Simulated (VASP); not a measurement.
Runs of VASP 6.6.1 on TaC. It takes space group Fm-3m (No. 225, cubic). Conventional cell: a = 4.446 Å, b = 4.446 Å, c = 4.446 Å, α = 90.00°, β = 90.00°, γ = 90.00°. Ta (site symmetry m-3m) has 6 C at 2.22 Å within 2.9 Å. Within 2.9 Å of C (site symmetry m-3m) lie 6 Ta at 2.22 Å. 

```csv
smearing,gap on the mesh (eV),pressure (GPa)
gaussian 0.1 eV,none,7.4
gaussian 0.3 eV,none,7.5
gaussian 0.05 eV,none,(a)
gaussian 0.2 eV,none,7.4
```

Alike in all rows: task single point; level PBE; potentials or basis VASP PAW PBE potentials, release 64 (Ta_pv, C); no spin polarisation; cell as given; k mesh 11 × 11 × 11; cutoff (eV) 600.

Problem. Fill in the values left out.

Solution. (a) 7.3.

Caveats: the cell stands under pressure; spin-orbit coupling is left out, which moves the levels of the heavy elements; so wide a smearing shifts energies and pressures (at least some runs).

A k mesh can miss the band edges, and the runs leave out spin-orbit coupling on Ta.

A gap of «none» marks levels without a gap at the run's occupations.
